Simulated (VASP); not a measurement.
# Zr3S8 in VASP: further runs

The runs below take Zr3S8 through single point, with PBEsol.

Everything below comes from runs of VASP 6.6.1. Logs are shortened: lines on timing, memory, paths and dates and some standing lists are left out, and cuts for length are marked.

### 1 The cell of the first run

The cell holds a slab with vacuum, 11 atoms: a = 3.627 Å, b = 6.910 Å, c = 30.758 Å, α = 90.00°, β = 90.00°, γ = 105.22°.

### 2 Single point, PBEsol

File INCAR:

```
PREC     = Accurate       # precision mode
ENCUT    = 400            # plane-wave cutoff, eV
EDIFF    = 1E-6           # SCF threshold, eV
ISMEAR   = 0              # smearing method
SIGMA    = 0.05           # smearing width, eV
LREAL    = F              # projectors in reciprocal space
LASPH    = T              # aspherical terms in the spheres
NELM     = 120            # most SCF steps
ALGO     = Normal         # electronic algorithm
ISIF     = 2              # what is computed and relaxed
LWAVE    = F              # write WAVECAR
LCHARG   = F              # write CHGCAR
LDIPOL   = T            
IDIPOL   = 3            
DIPOL    = 0.5 0.5 0.500
GGA      = PS             # functional
NBANDS   = 53             # bands
ISYM     = 0            
GGA_COMPAT= F            
NELMDL   = -8
```

File KPOINTS:

```
regular mesh
0
Gamma
  8 4 1
```

File POSCAR:

```
Zr3S8
1.0
    3.6273864348      0.0000000000      0.0000000000
   -1.8136932174      6.6672420203      0.0000000000
    0.0000000000      0.0000000000     30.7582192531
S Zr
8 3
Direct
    0.1701164439      0.3402328879      0.3576279859
    0.4408844500      0.8817689000      0.3721169616
    0.7811173379      0.5622346757      0.4477130034
    0.0518853439      0.1037706878      0.4622019791
    0.3921182318      0.7842364636      0.5377980209
    0.6628862378      0.3257724757      0.5522869966
    0.0031191257      0.0062382514      0.6278830384
    0.2738871318      0.5477742635      0.6423720141
    0.6110008939      0.2220017878      0.4099149825
    0.2220017878      0.4440035757      0.5000000000
    0.8330026818      0.6660053635      0.5900850175
```

Potentials or basis: VASP PAW PBE potentials, release 64 (S, Zr_sv).

Started as:

```console
> cat potpaw_PBE.64/S/POTCAR potpaw_PBE.64/Zr_sv/POTCAR > POTCAR
> mpirun -np 1 vasp_std > vasp.out
```

OUTCAR:

```text
PREC = Accurate
   ENCUT = 400
   EDIFF = 1E-6
   ISMEAR = 0
   LREAL = F
   LASPH = T
   NELM = 120
   ISIF = 2
   GGA = PS
   ISYM = 0
   NELMDL = -8

 ion  position               nearest neighbor table
   1  0.170  0.340  0.358-   9 2.55   9 2.55
   2  0.441  0.882  0.372-   9 2.55
   3  0.781  0.562  0.448-  10 2.55  10 2.55   9 2.55
   4  0.052  0.104  0.462-   9 2.55   9 2.55  10 2.55
   5  0.392  0.784  0.538-  11 2.55  11 2.55  10 2.55
   6  0.663  0.326  0.552-  10 2.55  10 2.55  11 2.55
   7  0.003  0.006  0.628-  11 2.55
   8  0.274  0.548  0.642-  11 2.55  11 2.55
   9  0.611  0.222  0.410-   4 2.55   4 2.55   1 2.55   2 2.55   1 2.55   3 2.55  10 3.63  10 3.63

  10  0.222  0.444  0.500-   3 2.55   6 2.55   6 2.55   3 2.55   4 2.55   5 2.55  11 3.63  11 3.63
                             9 3.63   9 3.63
  11  0.833  0.666  0.590-   8 2.55   8 2.55   5 2.55   6 2.55   5 2.55   7 2.55  10 3.63  10 3.63

IMPORTANT INFORMATION: All symmetrisations will be switched off!
NOSYMM: (Re-)initialisation of all symmetry stuff for point group C_1.

----------------------------------------------------------------------------------------

                                     Primitive cell

  volume of cell :     743.8772

  direct lattice vectors                    reciprocal lattice vectors
     3.627386435  0.000000000  0.000000000     0.275680581  0.074993528  0.000000000
    -1.813693217  6.667242020  0.000000000     0.000000000  0.149987056  0.000000000
     0.000000000  0.000000000 30.758219253     0.000000000  0.000000000  0.032511635

  length of vectors
     3.627386435  6.909529596 30.758219253     0.285698813  0.149987056  0.032511635

  position of ions in fractional coordinates (direct lattice)
     0.170116444  0.340232888  0.357627986
     0.440884450  0.881768900  0.372116962
     0.781117338  0.562234676  0.447713003
     0.051885344  0.103770688  0.462201979
     0.392118232  0.784236464  0.537798021
     0.662886238  0.325772476  0.552286997
     0.003119126  0.006238251  0.627883038
     0.273887132  0.547774264  0.642372014
     0.611000894  0.222001788  0.409914982
     0.222001788  0.444003576  0.500000000
     0.833002682  0.666005363  0.590085018

  ion indices of the primitive-cell ions
   primitive index   ion index
                 1           1
                 2           2
                 3           3
                 4           4
                 5           5
                 6           6
                 7           7
                 8           8
                 9           9
                10          10
                11          11

----------------------------------------------------------------------------------------

 KPOINTS: regular mesh

Automatic generation of k-mesh.
 Grid dimensions read from file:
 generate k-points for:    8    4    1

 Generating k-lattice:

  Cartesian coordinates                     Fractional coordinates (reciprocal lattice)
     0.034460073  0.009374191  0.000000000     0.125000000  0.000000000  0.000000000
     0.000000000  0.037496764  0.000000000     0.000000000  0.250000000  0.000000000
     0.000000000  0.000000000  0.032511635     0.000000000  0.000000000  1.000000000

  Length of vectors
     0.035712352  0.037496764  0.032511635

  Shift w.r.t. Gamma in fractional coordinates (k-lattice)
     0.000000000  0.000000000  0.000000000

 -----------------------------------------------------------------------------
|                                                                             |
|           W    W    AA    RRRRR   N    N  II  N    N   GGGG   !!!           |
|           W    W   A  A   R    R  NN   N  II  NN   N  G    G  !!!           |
|           W    W  A    A  R    R  N N  N  II  N N  N  G       !!!           |
|           W WW W  AAAAAA  RRRRR   N  N N  II  N  N N  G  GGG   !            |
|           WW  WW  A    A  R   R   N   NN  II  N   NN  G    G                |
|           W    W  A    A  R    R  N    N  II  N    N   GGGG   !!!           |
|                                                                             |
|     Your reciprocal lattice and k-lattice belong to different lattice       |
|     classes:                                                                |
|                                                                             |
|        The reciprocal lattice is base centered orthorhombic,                |
|        whereas your k-lattice is simple monoclinic.                         |
|                                                                             |
|     Results are often still useful ...                                      |
|                                                                             |
 -----------------------------------------------------------------------------

 WARNING: IBZKPT: internal override: KBLOWUP is changed to .FALSE.
      ... skipping the blow-up phase ...

 Subroutine IBZKPT returns following result:
 ===========================================

 Found     18 irreducible k-points:

 Following reciprocal coordinates:
            Coordinates               Weight
  0.000000  0.000000  0.000000      1.000000
  0.125000  0.000000  0.000000      2.000000
  0.250000  0.000000  0.000000      2.000000
  0.375000 -0.000000  0.000000      2.000000
  0.500000  0.000000  0.000000      1.000000
  0.000000  0.250000  0.000000      2.000000
[... 10 lines left out ...]
  0.375000  0.500000  0.000000      2.000000
  0.500000  0.500000  0.000000      1.000000
   k-points           NKPTS =     18   k-points in BZ     NKDIM =     18   number of bands    NBANDS=     53
   number of dos      NEDOS =    301   number of ions     NIONS =     11
   total plane-waves  NPLWV = 241920
   dimension x,y,z NGX =    24 NGY =   48 NGZ =  210
   dimension x,y,z NGXF=    48 NGYF=   96 NGZF=  420
   ions per type =               8   3
   NGX,Y,Z   is equivalent  to a cutoff of  11.00, 11.55, 11.35 a.u.
   NGXF,Y,Z  is equivalent  to a cutoff of  22.00, 23.10, 22.70 a.u.
 SYSTEM =  unknown system
   PREC   = accura    normal or accurate (medium, high low for compatibility)
   ISTART =      0    job   : 0-new  1-cont  2-samecut
   ICHARG =      2    charge: 1-file 2-atom 10-const
   ISPIN  =      1    spin polarized calculation?
   LNONCOLLINEAR =      F non collinear calculations
   LSORBIT =      F    spin-orbit coupling
   LASPH  =      T    aspherical Exc in radial PAW
   ENCUT  =  400.0 eV  29.40 Ry    5.42 a.u.   5.92 11.27 50.16*2*pi/ulx,y,z
   NELM   =    120;   NELMIN=  2; NELMDL= -8     # of ELM steps
   EDIFF  = 0.1E-05   stopping-criterion for ELM
   LREAL  =      F    real-space projection
   EDIFFG = 0.1E-04   stopping-criterion for IOM
   NSW    =      0    number of steps for IOM
   IBRION =     -1    ionic relax: 0-MD 1-quasi-New 2-CG
   NFREE  =      0    steps in history (QN), initial steepest desc. (CG)
   ISIF   =      2    stress and relaxation
   ISYM   =      0    0-nonsym 1-usesym 2-fastsym
   POTIM  = 0.5000    time-step for ionic-motion
   TEBEG  =    0.0;   TEEND  =   0.0 temperature during run
   PSTRESS=    0.0 pullay stress
   NELECT =      84.0000    total number of electrons
   NUPDOWN=      -1.0000    fix difference up-down
   EMIN   =  10.00;   EMAX   =-10.00  energy-range for DOS
   EFERMI =   0.00;   METHOD = LEGACY
   ISMEAR =     0;   SIGMA  =   0.05  broadening in eV -4-tet -1-fermi 0-gaus
   EFERMI_NEDOS =   21; number of points for ismear=-14 and -15
   IALGO  =     38    algorithm
   IMIX   =      4    mixing-type and parameters
     AMIX     =   0.40;   BMIX     =  1.00
     AMIX_MAG =   1.60;   BMIX_MAG =  1.00
  volume/ion in A,a.u.               =      67.63       456.36
  Fermi-wavevector in a.u.,A,eV,Ry     =   0.791287  1.495316  8.519091  0.626136
  Thomas-Fermi vector in A             =   1.896798
   LORBIT       =      0    0 simple, 1 ext, 2 COOP (PROOUT), +10 PAW based schemes
   GGA     = PS    functional components
   LHFCALC =     F    Hartree Fock is set to
   AEXX    =    0.0000 exact exchange contribution
   IVDW    =     0    specifies the selected vdW correction
   LEPSILON=     F    determine dielectric tensor
   LRPA    =     F    only Hartree local field effects (RPA)
 non-spin polarized calculation
 Gauss-broadening in eV      SIGMA  =   0.05
  energy-cutoff  :      400.00
  volume of cell :      743.88
 maximum number of plane-waves:     13578
   NGX = 11   NGY = 23   NGZ =101

 dipolmoment           0.000000      0.000000      0.000001 electrons x Angstroem

 number of electron      83.9999991 magnetization

 dipolmoment           0.000000      0.000000     -0.000001 electrons x Angstroem

 Free energy of the ion-electron system (eV)
  ---------------------------------------------------
  ext. energy  EPLUGINS =         0.00000000
  ---------------------------------------------------
  free energy    TOTEN  =       -70.94347132 eV

  energy without entropy =      -70.92463671  energy(sigma->0) =      -70.93405402

 E-fermi :  -3.3218     XC(G=0):  -3.6933

 val. band max:       -3.3249972468   @ k =   0.3750   0.5000   0.0000
 cond. band min:      -3.3064902604   @ k =   0.0000   0.2500   0.0000
 fundamental gap:      0.0185069864
 Fermi energy:        -3.3217798387

 k-point     1 :       0.0000    0.0000    0.0000
  band No.  band energies     occupation
      1     -51.8705      2.00000
      2     -51.5665      2.00000
      3     -51.5662      2.00000
      4     -30.0308      2.00000
      5     -29.9692      2.00000
      6     -29.8791      2.00000
[... 45 lines left out ...]
     52       0.3569      0.00000
     53       0.5692      0.00000
[... 950 lines left out ...]
     52       0.7149      0.00000
     53       0.7496      0.00000

------------------------ aborting loop because EDIFF is reached ----------------------------------------

 vacuum level on the upper side and lower side of the slab       (xc-potential included)        -0.011        -0.011

  FORCE on cell =-STRESS in cart. coord.  units (eV):
  Direction    XX          YY          ZZ          XY          YZ          ZX
  --------------------------------------------------------------------------------------
  -------------------------------------------------------------------------------------
  Total       -5.0993316     -6.5309561     -1.2156616      0.0785948      0.2469545     -0.0695895
  in kB      -10.9830411    -14.0665020     -2.6183159      0.1692791      0.5318955     -0.1498832
  external PRESSURE =      -9.2226197 kB  Pullay stress =       0.0000000 kB

 VOLUME and BASIS-vectors are now :
 -----------------------------------------------------------------------------
  energy-cutoff  :      400.00
  volume of cell :      743.88
      direct lattice vectors                 reciprocal lattice vectors
     3.627386435  0.000000000  0.000000000     0.275680581  0.074993528  0.000000000
    -1.813693217  6.667242020  0.000000000     0.000000000  0.149987056  0.000000000
     0.000000000  0.000000000 30.758219253     0.000000000  0.000000000  0.032511635

 POSITION                                       TOTAL-FORCE (eV/Angst)
 -----------------------------------------------------------------------------------
     -0.00000      2.26842     11.00000         0.020006     -0.403808      0.492158
      0.00000      5.87897     11.44566        -0.012987      0.626046      0.181090
      1.81369      3.74855     13.77085         0.000266      0.272520      0.068761
     -0.00000      0.69186     14.21651        -0.000529     -0.022451      0.329153
     -0.00000      5.22869     16.54171         0.000240      0.022370     -0.329078
      1.81369      2.17200     16.98736        -0.000532     -0.272564     -0.068762
      0.00000      0.04159     19.31256         0.013366     -0.625897     -0.181096
      0.00000      3.65214     19.75822        -0.019656      0.403856     -0.492143
      1.81369      1.48014     12.60825        -0.000111     -0.443770     -1.018282
     -0.00000      2.96028     15.37911        -0.000077      0.000040     -0.000004
      1.81369      4.44042     18.14996         0.000014      0.443656      1.018203
 -----------------------------------------------------------------------------------
    total drift:                                0.000599      0.000437      0.000203

  FREE ENERGIE OF THE ION-ELECTRON SYSTEM (eV)
  ---------------------------------------------------
  free  energy   TOTEN  =       -70.9434713216 eV

  energy  without entropy=      -70.9246367107  energy(sigma->0) =      -70.93405402

 vacuum level on the upper side and lower side of the slab         3.616         3.616
```

It took 10 min on 1 thread of AMD EPYC 9R45 (Zen 5), shared host; peak memory 0.71 GiB.

Results:

```yaml
Free_energy: -70.9435 eV
Largest_force: 1.111 eV/Å
Band_gap_on_the_k_mesh: zero (bands 42 and 43 overlap by 0.57 eV)
```

Forces on the atoms (eV/Å):
```
S    0.020 -0.404  0.492
S   -0.013  0.626  0.181
S    0.000  0.273  0.069
S   -0.001 -0.022  0.329
S    0.000  0.022 -0.329
S   -0.001 -0.273 -0.069
S    0.013 -0.626 -0.181
S   -0.020  0.404 -0.492
Zr   0.000 -0.444 -1.018
Zr   0.000  0.000  0.000
Zr   0.000  0.444  1.018
```

Levels at points of the mesh, in eV from the Fermi level:
```csv
k point,band 40,band 41,band 42,band 43,band 44,band 45
"(0.00, 0.00, 0.00)",-0.02,0.29,0.37,0.45,0.53,1.30
"(0.50, 0.00, 0.00)",-0.68,-0.51,-0.24,-0.15,-0.09,1.64
"(0.00, 0.50, 0.00)",-0.15,-0.07,0.25,0.31,0.45,1.34
"(0.50, 0.50, 0.00)",-0.68,-0.51,-0.24,-0.15,-0.09,1.64
```

Caveat: the PAW data sets were made with another functional, which shifts forces and pressure a little.

[end of part 1 of 2]
